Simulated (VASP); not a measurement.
# Mn (Pm-3m) in VASP: further runs

Mn is run at these levels: PBE; tasks: single point.

Everything below comes from runs of VASP 6.6.1. Logs are shortened: lines on timing, memory, paths and dates and some standing lists are left out, and cuts for length are marked.

## Step 1: The cell of the first run

The structure is cubic, space group Pm-3m (No. 221). The conventional cell has a = 2.404 Å, b = 2.404 Å, c = 2.404 Å, α = 90.00°, β = 90.00°, γ = 90.00°. Within 3.2 Å of Mn (site symmetry m-3m) lie 6 Mn at 2.40 Å.

This isn't the form of Mn at room conditions, which is a 58-atom cubic cell.

## Step 2: Single point, PBE, collinear spin, antiferromagnetic start (13.90 Å³/atom)

INCAR reads:

```
PREC     = Accurate       # precision mode
ENCUT    = 520            # plane-wave cutoff, eV
EDIFF    = 1E-6           # SCF threshold, eV
ISMEAR   = -1             # smearing method
SIGMA    = 0.05           # smearing width, eV
LREAL    = F              # projectors in reciprocal space
LASPH    = T              # aspherical terms in the spheres
NELM     = 150            # most SCF steps
ALGO     = Normal         # electronic algorithm
ISIF     = 2              # what is computed and relaxed
LWAVE    = F              # write WAVECAR
LCHARG   = T              # write CHGCAR
ISPIN    = 2              # spin polarisation
MAGMOM   = 2.238 -2.238   # initial moments
LORBIT   = 11             # projections on sites
LMAXMIX  = 4              # l up to which the mixer works
GGA      = PE             # functional
LELF     = T              # ELF
LVHAR    = T            
NBANDS   = 24             # bands
```

KPOINTS reads:

```
Automatic mesh
0
Gamma
  13 13 13
```

POSCAR reads:

```
Mn
1.0
    0.0000000000      2.4043427033      2.4043427033
    2.4043427033      0.0000000000      2.4043427033
    2.4043427033      2.4043427033      0.0000000000
Mn
2
Direct
    0.0000000000      0.0000000000      0.0000000000
    0.5000000000      0.5000000000      0.5000000000
```

Potentials or basis: VASP PAW PBE potentials, release 64 (Mn_pv).

Run with:

```bash
$ cat potpaw_PBE.64/Mn_pv/POTCAR > POTCAR
$ mpirun -np 1 vasp_std > vasp.out
```

OUTCAR:

```text
PREC = Accurate
   ENCUT = 520
   EDIFF = 1E-6
   ISMEAR = -1
   LREAL = F
   LASPH = T
   NELM = 150
   ISIF = 2
   ISPIN = 2
   LORBIT = 11
   GGA = PE

 ion  position               nearest neighbor table
   1  0.000  0.000  0.000-   2 2.40   2 2.40   2 2.40   2 2.40   2 2.40   2 2.40
   2  0.500  0.500  0.500-   1 2.40   1 2.40   1 2.40   1 2.40   1 2.40   1 2.40

  LATTYP: Found a face centered cubic cell.
 ALAT       =     4.8086854066

  Lattice vectors:

 A1 = (   0.0000000000,   2.4043427033,   2.4043427033)
 A2 = (   2.4043427033,   0.0000000000,   2.4043427033)
 A3 = (   2.4043427033,   2.4043427033,   0.0000000000)

Analysis of symmetry for initial positions (statically):
=====================================================================
 Subroutine PRICEL returns following result:

  LATTYP: Found a simple cubic cell.
 ALAT       =     2.4043427033

  Lattice vectors:

 A1 = (  -2.4043427033,   0.0000000000,   0.0000000000)
 A2 = (   0.0000000000,   0.0000000000,   2.4043427033)
 A3 = (   0.0000000000,   2.4043427033,   0.0000000000)

   2 primitive cells build up your supercell.

 Routine SETGRP: Setting up the symmetry group for a
 face centered cubic supercell.

 Subroutine GETGRP returns: Found 48 space group operations
 (whereof 48 operations were pure point group operations)
 out of a pool of 48 trial point group operations.

The static configuration has the point symmetry O_h .

Analysis of symmetry for dynamics (positions and initial velocities):
=====================================================================
 Subroutine PRICEL returns following result:

  LATTYP: Found a simple cubic cell.
 ALAT       =     2.4043427033

  Lattice vectors:

 A1 = (  -2.4043427033,   0.0000000000,   0.0000000000)
 A2 = (   0.0000000000,   0.0000000000,   2.4043427033)
 A3 = (   0.0000000000,   2.4043427033,   0.0000000000)

   2 primitive cells build up your supercell.

 Routine SETGRP: Setting up the symmetry group for a
 face centered cubic supercell.

 Subroutine GETGRP returns: Found 48 space group operations
 (whereof 48 operations were pure point group operations)
 out of a pool of 48 trial point group operations.

The dynamic configuration has the point symmetry O_h .

Analysis of structural, dynamic, and magnetic symmetry:
=====================================================================
 Subroutine PRICEL returns following result:

  LATTYP: Found a simple cubic cell.
 ALAT       =     2.4043427033

  Lattice vectors:

 A1 = (  -2.4043427033,   0.0000000000,   0.0000000000)
 A2 = (   0.0000000000,   0.0000000000,   2.4043427033)
 A3 = (   0.0000000000,   2.4043427033,   0.0000000000)

   2 primitive cells build up your supercell.

 Routine SETGRP: Setting up the symmetry group for a
 face centered cubic supercell.

 Subroutine GETGRP returns: Found 48 space group operations
 (whereof 48 operations were pure point group operations)
 out of a pool of 48 trial point group operations.

The overall configuration has the point symmetry O_h .

 Subroutine INISYM returns: Found 48 space group operations
 (whereof 48 operations are pure point group operations),
 and found     2 'primitive' translations

----------------------------------------------------------------------------------------

                                     Primitive cell

  volume of cell :      13.8992

  direct lattice vectors                    reciprocal lattice vectors
    -2.404342703  0.000000000  0.000000000    -0.415914087  0.000000000  0.000000000
     0.000000000  0.000000000  2.404342703     0.000000000  0.000000000  0.415914087
     0.000000000  2.404342703  0.000000000     0.000000000  0.415914087  0.000000000

  length of vectors
     2.404342703  2.404342703  2.404342703     0.415914087  0.415914087  0.415914087

  position of ions in fractional coordinates (direct lattice)
     0.000000000  0.000000000  0.000000000

  ion indices of the primitive-cell ions
   primitive index   ion index
                 1           1

----------------------------------------------------------------------------------------

 KPOINTS: Automatic mesh

Automatic generation of k-mesh.
 Grid dimensions read from file:
 generate k-points for:   13   13   13

 Generating k-lattice:

  Cartesian coordinates                     Fractional coordinates (reciprocal lattice)
    -0.015996696  0.015996696  0.015996696     0.076923077  0.000000000  0.000000000
     0.015996696 -0.015996696  0.015996696     0.000000000  0.076923077  0.000000000
     0.015996696  0.015996696 -0.015996696     0.000000000  0.000000000  0.076923077

  Length of vectors
     0.027707090  0.027707090  0.027707090

  Shift w.r.t. Gamma in fractional coordinates (k-lattice)
     0.000000000  0.000000000  0.000000000

 Subroutine IBZKPT returns following result:
 ===========================================

 Found     84 irreducible k-points:

 Following reciprocal coordinates:
            Coordinates               Weight
  0.000000  0.000000  0.000000      1.000000
  0.076923  0.000000  0.000000      8.000000
  0.153846  0.000000  0.000000      8.000000
  0.230769  0.000000  0.000000      8.000000
  0.307692  0.000000  0.000000      8.000000
  0.384615  0.000000  0.000000      8.000000
[... 16 lines left out ...]
  0.384615  0.153846  0.000000     24.000000
  0.461538  0.153846  0.000000     24.000000
 [... further k-points ...]
   k-points           NKPTS =     84   k-points in BZ     NKDIM =     84   number of bands    NBANDS=     24
   number of dos      NEDOS =    301   number of ions     NIONS =      2
   total plane-waves  NPLWV =  21952
   dimension x,y,z NGX =    28 NGY =   28 NGZ =   28
   dimension x,y,z NGXF=    56 NGYF=   56 NGZF=   56
   ions per type =               2
   NGX,Y,Z   is equivalent  to a cutoff of  13.69, 13.69, 13.69 a.u.
   NGXF,Y,Z  is equivalent  to a cutoff of  27.38, 27.38, 27.38 a.u.
 SYSTEM =  unknown system
   PREC   = accura    normal or accurate (medium, high low for compatibility)
   ISTART =      0    job   : 0-new  1-cont  2-samecut
   ICHARG =      2    charge: 1-file 2-atom 10-const
   ISPIN  =      2    spin polarized calculation?
   LNONCOLLINEAR =      F non collinear calculations
   LSORBIT =      F    spin-orbit coupling
   LASPH  =      T    aspherical Exc in radial PAW
   ENCUT  =  520.0 eV  38.22 Ry    6.18 a.u.   6.32  6.32  6.32*2*pi/ulx,y,z
   NELM   =    150;   NELMIN=  2; NELMDL= -5     # of ELM steps
   EDIFF  = 0.1E-05   stopping-criterion for ELM
   LREAL  =      F    real-space projection
   EDIFFG = 0.1E-04   stopping-criterion for IOM
   NSW    =      0    number of steps for IOM
   IBRION =     -1    ionic relax: 0-MD 1-quasi-New 2-CG
   NFREE  =      0    steps in history (QN), initial steepest desc. (CG)
   ISIF   =      2    stress and relaxation
   ISYM   =      2    0-nonsym 1-usesym 2-fastsym
   POTIM  = 0.5000    time-step for ionic-motion
   TEBEG  =    0.0;   TEEND  =   0.0 temperature during run
   PSTRESS=    0.0 pullay stress
   NELECT =      26.0000    total number of electrons
   NUPDOWN=      -1.0000    fix difference up-down
   EMIN   =  10.00;   EMAX   =-10.00  energy-range for DOS
   EFERMI =   0.00;   METHOD = LEGACY
   ISMEAR =    -1;   SIGMA  =   0.05  broadening in eV -4-tet -1-fermi 0-gaus
   EFERMI_NEDOS =   21; number of points for ismear=-14 and -15
   IALGO  =     38    algorithm
   IMIX   =      4    mixing-type and parameters
     AMIX     =   0.40;   BMIX     =  1.00
     AMIX_MAG =   1.60;   BMIX_MAG =  1.00
  volume/ion in A,a.u.               =      13.90        93.80
  Fermi-wavevector in a.u.,A,eV,Ry     =   1.601006  3.025462 34.874721  2.563220
  Thomas-Fermi vector in A             =   2.698052
   LORBIT       =     11    0 simple, 1 ext, 2 COOP (PROOUT), +10 PAW based schemes
   GGA     = PE    functional components
   LHFCALC =     F    Hartree Fock is set to
   AEXX    =    0.0000 exact exchange contribution
   IVDW    =     0    specifies the selected vdW correction
   LEPSILON=     F    determine dielectric tensor
   LRPA    =     F    only Hartree local field effects (RPA)
 spin polarized calculation
  energy-cutoff  :      520.00
  volume of cell :       27.80
 maximum number of plane-waves:       763
 NGX is ok and might be reduce to    28
   NGX = 13   NGY = 13   NGZ = 13

 number of electron      26.0000019 magnetization       0.0000000

 number of electron      26.0000019 magnetization      -0.0000000

 Free energy of the ion-electron system (eV)
  ---------------------------------------------------
  ext. energy  EPLUGINS =         0.00000000
  ---------------------------------------------------
  free energy    TOTEN  =       -16.61932463 eV

  energy without entropy =      -16.60550401  energy(sigma->0) =      -16.61241432

 E-fermi :   7.9641     XC(G=0): -12.3640

 val. band max:        7.9314886342   @ k =   0.3846   0.1538   0.0769
 cond. band min:       7.9771229304   @ k =  -0.1538   0.2308   0.0769
 fundamental gap:      0.0456342962
 Fermi energy:         7.9640762033

 spin component 1

 k-point     1 :       0.0000    0.0000    0.0000
  band No.  band energies     occupation
      1     -41.4490      1.00000
      2     -41.4490      1.00000
      3     -41.4490      1.00000
      4     -38.7828      1.00000
      5     -38.7828      1.00000
      6     -38.7828      1.00000
[... 16 lines left out ...]
     23      24.5647      0.00000
     24      24.5647      0.00000

 k-point     2 :       0.0769    0.0000    0.0000
  band No.  band energies     occupation
      1     -41.4495      1.00000
      2     -41.4485      1.00000
      3     -41.4485      1.00000
      4     -38.7854      1.00000
      5     -38.7842      1.00000
      6     -38.7842      1.00000
[... 16 lines left out ...]
     23      24.7878      0.00000
     24      25.3749      0.00000
[... 565 lines left out ...]
     23      25.1098      0.00000
     24      25.6417      0.00000

 k-point    24 :       0.4615    0.1538    0.0000
  band No.  band energies     occupation
      1     -41.4612      1.00000
      2     -41.4479      1.00000
      3     -41.4474      1.00000
      4     -38.8168      1.00000
      5     -38.8011      1.00000
      6     -38.7986      1.00000
[... 16 lines left out ...]
     23      24.8759      0.00000
     24      25.4053      0.00000

 [... further k-points ...]

 spin component 2

 k-point     1 :       0.0000    0.0000    0.0000
  band No.  band energies     occupation
      1     -41.4490      1.00000
      2     -41.4490      1.00000
      3     -41.4490      1.00000
      4     -38.7828      1.00000
      5     -38.7828      1.00000
      6     -38.7828      1.00000
[... 16 lines left out ...]
     23      24.5647      0.00000
     24      24.5647      0.00000

 k-point     2 :       0.0769    0.0000    0.0000
  band No.  band energies     occupation
      1     -41.4495      1.00000
      2     -41.4485      1.00000
      3     -41.4485      1.00000
      4     -38.7854      1.00000
      5     -38.7842      1.00000
      6     -38.7842      1.00000
[... 16 lines left out ...]
     23      24.7878      0.00000
     24      25.3749      0.00000
[... 565 lines left out ...]
     23      25.1098      0.00000
     24      25.6417      0.00000

 k-point    24 :       0.4615    0.1538    0.0000
  band No.  band energies     occupation
      1     -41.4612      1.00000
      2     -41.4479      1.00000
      3     -41.4474      1.00000
      4     -38.8168      1.00000
      5     -38.8011      1.00000
      6     -38.7986      1.00000
[... 16 lines left out ...]
     23      24.8759      0.00000
     24      25.4053      0.00000

 [... further k-points ...]

------------------------ aborting loop because EDIFF is reached ----------------------------------------

  FORCE on cell =-STRESS in cart. coord.  units (eV):
  Direction    XX          YY          ZZ          XY          YZ          ZX
  --------------------------------------------------------------------------------------
  -------------------------------------------------------------------------------------
  Total       -0.5097731     -0.5097731     -0.5097731      0.0000000      0.0000000     -0.0000000
  in kB      -29.3811254    -29.3811254    -29.3811254      0.0000000      0.0000000     -0.0000000
  external PRESSURE =     -29.3811254 kB  Pullay stress =       0.0000000 kB

 VOLUME and BASIS-vectors are now :
 -----------------------------------------------------------------------------
  energy-cutoff  :      520.00
  volume of cell :       27.80
      direct lattice vectors                 reciprocal lattice vectors
     0.000000000  2.404342703  2.404342703    -0.207957043  0.207957043  0.207957043
     2.404342703  0.000000000  2.404342703     0.207957043 -0.207957043  0.207957043
     2.404342703  2.404342703  0.000000000     0.207957043  0.207957043 -0.207957043

 POSITION                                       TOTAL-FORCE (eV/Angst)
 -----------------------------------------------------------------------------------
      0.00000      0.00000      0.00000        -0.000000     -0.000000      0.000000
      2.40434      2.40434      2.40434         0.000000      0.000000     -0.000000
 -----------------------------------------------------------------------------------
    total drift:                                0.000000      0.000000      0.000000

  FREE ENERGIE OF THE ION-ELECTRON SYSTEM (eV)
  ---------------------------------------------------
  free  energy   TOTEN  =       -16.6193246262 eV

  energy  without entropy=      -16.6055040053  energy(sigma->0) =      -16.61241432

 total charge

# of ion       s       p       d       tot
------------------------------------------
    1        0.403   6.258   5.103  11.765
    2        0.403   6.258   5.103  11.765
--------------------------------------------------
tot          0.806  12.517  10.207  23.530

 magnetization (x)

# of ion       s       p       d       tot
------------------------------------------
    1        0.044   0.019   2.451   2.514
    2       -0.044  -0.019  -2.451  -2.514
--------------------------------------------------
tot          0.000   0.000   0.000   0.000
```

Wall time 54 s (1 thread of Intel Xeon 6975P-C (Granite Rapids), shared host); peak memory 0.22 GiB.

Results:

- Free energy: -16.6193 eV
- Pressure: -2.9 GPa
- Band gap on the k mesh: zero (filled and empty bands overlap)
- Net moment: 0.00 μB per cell
- Site moments: Mn +2.51, -2.51 μB
- Valence electrons inside the program's atomic spheres: Mn 11.77

## Step 3: Single point, PBE, collinear spin, antiferromagnetic start (14.43 Å³/atom)

This run uses another cell than the first one, of 14.43 Å³/atom.

INCAR reads:

```
ALGO = Normal ; EDIFF = 1E-7
ENCUT = 520 ; GGA = PE
ISIF = 2 ; ISMEAR = -1
ISPIN = 2 ; LASPH = T
LCHARG = F ; LMAXMIX = 4
LORBIT = 11 ; LREAL = F
LWAVE = F ; MAGMOM = 2.238 -2.238
NBANDS = 24 ; NELM = 150
PREC = Accurate ; SIGMA = 0.05
```

KPOINTS reads:

```
k-points
0
Gamma
  13 13 13
```

POSCAR reads:

```
Mn
1.0
    0.0000000000      2.4347806523      2.4347806523
    2.4347806523      0.0000000000      2.4347806523
    2.4347806523      2.4347806523      0.0000000000
Mn
2
Direct
    0.0000000000      0.0000000000      0.0000000000
    0.5000000000      0.5000000000      0.5000000000
```

Potentials or basis: VASP PAW PBE potentials, release 64 (Mn_pv).

Run with:

```bash
$ cat potpaw_PBE.64/Mn_pv/POTCAR > POTCAR
$ mpirun -np 1 vasp_std > vasp.out
```

Wall time 61 s (1 thread of Intel Xeon 6975P-C (Granite Rapids), shared host); peak memory 0.22 GiB.

The run converged. Its results:

```yaml
Free_energy: -16.5917 eV
Pressure: -5.4 GPa
Band_gap_on_the_k_mesh: zero (filled and empty bands overlap)
Net_moment: 0.00 μB per cell
Site_moments: Mn +2.65, -2.65 μB
Valence_electrons_inside_the_program's_atomic_spheres: Mn 11.72
```

Levels at points of the mesh, in eV from the Fermi level:
Spin up:
| k point | band 9 | band 10 | band 11 | band 12 | band 13 | band 14 | band 15 | band 16 | band 17 | band 18 |
| --- | --- | --- | --- | --- | --- | --- | --- | --- | --- | --- |
| (0.00, 0.00, 0.00) | -3.31 | -3.19 | -3.19 | -3.19 | 1.50 | 1.50 | 1.50 | 2.24 | 2.24 | 11.15 |
Spin down:
```
           k point  band 10  band 11  band 12  band 13  band 14  band 15  band 16  band 17
(0.00, 0.00, 0.00)    -3.19    -3.19    -3.19     1.50     1.50     1.50     2.24     2.24
```

Caveat: the cell stands under tension.

(Part 1 of 2 ends here.)
